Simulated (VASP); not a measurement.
Here is a VASP 6.6.1 calculation.

Contents of INCAR:

```
PREC = Accurate ; ENCUT = 520
EDIFF = 1E-7 ; ISMEAR = -1
SIGMA = 0.1 ; LREAL = False
LASPH = True ; NELM = 60
ALGO = Normal ; ISIF = 2
LWAVE = False ; LCHARG = True
LELF = True ; LVHAR = True
NBANDS = 58
```

The input KPOINTS:

```
regular mesh
0
Gamma
  3 2 3
```

File POSCAR:

```
Re
1.0
    5.5200000000      0.0000000000      0.0000000000
   -4.1400000000      7.1706900000      0.0000000000
    0.0000000000      0.0000000000      4.4574000000
Re
13
Direct
    0.0731708544      0.0209348472      0.1607886681
    0.1850530906      0.2538012616      0.5247406712
   -0.0409697775      0.3061520739     -0.0134640803
    0.0912046876      0.5142852450      0.4550311849
   -0.0350203745      0.6515098567     -0.0221035414
    0.1758177435      0.8454760726      0.5177760289
    0.4606129588      0.0007947335     -0.0449302446
    0.6295807691      0.1914127009      0.4688444227
    0.5012292790      0.3267179259     -0.0175369407
    0.6631753340      0.5424787417      0.4559685264
    0.4264368907      0.6023290266     -0.1226945695
    0.8142668595      0.9429246949      0.7203340814
    0.5500136848      0.8025167195      0.2896523927
```

Potentials or basis: VASP PAW LDA potentials, release 64 (Re).

Command:

```bash
$ cat potpaw_LDA.64/Re/POTCAR > POTCAR
$ mpirun -np 1 vasp_std > vasp.out
```

Problem. Estimate the pressure.

Solution. 46.9 GPa.

Problem. Predict the largest force.

Solution. 0.174 eV/Å.

Forces in eV/Å, atoms in the order of the input:
```
Re  -0.031 -0.005  0.004
Re   0.020 -0.122 -0.122
Re  -0.017  0.120  0.020
Re  -0.032 -0.100  0.017
Re  -0.015 -0.005 -0.071
Re  -0.013  0.059  0.071
Re  -0.037 -0.084 -0.042
Re   0.039  0.029  0.017
Re  -0.005  0.008 -0.052
Re   0.046  0.004 -0.018
Re   0.019  0.063  0.140
Re  -0.008  0.079 -0.003
Re   0.033 -0.044  0.038
```

Caveat: the k points lie up to 0.47 Å⁻¹ apart.
